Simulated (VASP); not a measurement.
Set up this calculation in VASP 6.6.1, as the native input.

* Task: single point
* Functional: LDA
* Potentials or basis: VASP PAW LDA potentials, release 64 (Na_pv, B)
* Cutoff: 520 eV
* k mesh: 9 × 9 × 9
* Occupations: fermi-dirac, width 0.1 eV
* Spin: no spin polarisation
* Dipole correction: no
* Further INCAR settings: ALGO = Normal; EDIFF = 1e-06; NBANDS = 12

The structure of NaB lies in POSCAR:

```
NaB
1.0
    0.0000000000      2.6023625047      2.6023625047
    2.6023625047      0.0000000000      2.6023625047
    2.6023625047      2.6023625047      0.0000000000
Na B
1 1
Direct
    0.0000000000      0.0000000000      0.0000000000
    0.5000000000      0.5000000000      0.5000000000
```

These files were run (other wordings do the same):

INCAR

```
  PREC = Accurate
  ENCUT = 520
  EDIFF = 1E-6
  ISMEAR = -1
  SIGMA = 0.1
  LREAL = False
  LASPH = True
  NELM = 60
  ALGO = Normal
  ISIF = 2
  LWAVE = False
  LCHARG = False
  GGA = CA
  NBANDS = 12
```

KPOINTS

```
regular mesh
0
Gamma
  9 9 9
```

Potentials or basis: VASP PAW LDA potentials, release 64 (Na_pv, B).

Launch:

```console
$ cat potpaw_LDA.64/Na_pv/POTCAR potpaw_LDA.64/B/POTCAR > POTCAR
$ mpirun -np 1 vasp_std > vasp.out
```

It gave:

- Pressure: 0.0 GPa
- Band gap on the k mesh: zero (bands 5 and 6 overlap by 3.30 eV)

Run time: 18 s on 1 thread of Intel Xeon 8259CL, on a shared host, peak memory 0.14 GiB.
